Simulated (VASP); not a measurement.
Set up this calculation in VASP 6.6.1, as the native input.

```yaml
Task: single point
Functional: PBE
Potentials_or_basis: VASP PAW PBE potentials, release 64 (Mo_sv)
Cutoff: 520 eV
k_mesh: 22 × 22 × 22
Occupations: gaussian, width 0.15 eV
Spin: no spin polarisation
Dipole_correction: no
Further_INCAR_settings: ALGO = Fast; EDIFF = 1e-06; NBANDS = 13
```

The structure of Mo lies in POSCAR:

```
Mo
1.0
   -1.6181300000      1.6181300000      1.5945650000
    1.6181300000     -1.6181300000      1.5945650000
    1.6181300000      1.6181300000     -1.5945650000
Mo
1
Direct
    0.0000000000      0.0000000000      0.0000000000
```

This cell differs from its parent crystal: strain +0.030 along x and y, +0.015 along z.

The input as run:

INCAR

```
SYSTEM = Mo
PREC = Accurate
ENCUT = 520
EDIFF = 1E-6
ISMEAR = 0
SIGMA = 0.15
LREAL = .False.
LASPH = .True.
NELM = 100
ALGO = Fast
ISIF = 2
LWAVE = .False.
LCHARG = .False.
GGA = PE
NBANDS = 13
```

KPOINTS

```
regular mesh
0
Gamma
  22 22 22
  0 0 0
```

Potentials or basis: VASP PAW PBE potentials, release 64 (Mo_sv).

Launch:

```sh
$ cat potpaw_PBE.64/Mo_sv/POTCAR > POTCAR
$ mpirun -np 1 vasp_std > vasp.out
```

It gave:

The pressure is -12.4 GPa. The band gap on the k mesh is zero (band 7 reaches 15.16 eV, above the bottom of band 8 at 10.35 eV).

Caveat: the cell differs from its parent crystal (strain +0.030 along x and y, +0.015 along z).

It took 3.1 min on 1 thread of Intel(R) Xeon(R) Platinum 8375C CPU @ 2.90GHz (Ice Lake), on a shared host, peak memory 0.27 GiB.
